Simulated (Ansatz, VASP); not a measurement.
# Zn: VASP beside Ansatz

File POSCAR:

```
Zn
1.0
    0.0000000000      1.9906312808      1.9906312808
    1.9906312808      0.0000000000      1.9906312808
    1.9906312808      1.9906312808      0.0000000000
Zn
1
Direct
    0.0000000000      0.0000000000      0.0000000000
```

Contents of INCAR.step1:

```
SYSTEM = Zn
ALGO = Normal
EDIFF = 1E-4
ENCUT = 520
GGA = PE
ISMEAR = -1
LASPH = .True.
LCHARG = .False.
LREAL = .False.
LWAVE = .True.
NBANDS = 12
NELM = 100
PREC = Accurate
SIGMA = 0.05
```

Contents of INCAR.step2:

```
SYSTEM = Zn
ALGO = Normal
EDIFF = 1E-6
ENCUT = 520
ISIF = 2
ISMEAR = -1
ISTART = 1
LASPH = .True.
LCHARG = .False.
LMIXTAU = .True.
LREAL = .False.
LWAVE = .False.
METAGGA = R2SCAN
NBANDS = 12
NELM = 100
PREC = Accurate
SIGMA = 0.05
```

KPOINTS

```
k-points
0
Gamma
  12 12 12
  0 0 0
```

The input input.yaml:

```yaml
crystal:
  lattice:
    - [0.0, 1.9906312808, 1.9906312808]
    - [1.9906312808, 0.0, 1.9906312808]
    - [1.9906312808, 1.9906312808, 0.0]
  atoms:
    - { symbol: Zn, position: [0.0, 0.0, 0.0] }
hamiltonian:
  xc: r2scan
  pseudopotentials: { kind: paw }
kpoints:
  mp_grid: { grid: [12, 12, 12] }
scf:
  occupations: { method: fermi_dirac, width: 0.05 }
output:
  forces: true
  stress: true
  eigenvalues: true
```

Alike in both runs: task single point; functional r2SCAN; k mesh 12 × 12 × 12; occupations fermi-dirac, width 0.05 eV; no spin polarisation.

|  | VASP | Ansatz |
| --- | --- | --- |
| version | VASP 6.6.1 | Ansatz 0.2.0 |
| potentials or method | VASP PAW PBE potentials, release 64 (Zn) | Ansatz PAW |
| plane-wave cutoff (eV) | 520 | 500 |
| valence electrons in the cell | 12 | 12 |

```csv
,VASP,Ansatz,Ansatz less VASP
gap on the k mesh at the Fermi level (eV),none,none,-
pressure (GPa),-6.4,-6.7,-0.27
```

VASP's potentials were made for PBE, not for r2SCAN. A gap of «none» marks a metal or a gap that the smearing closes.
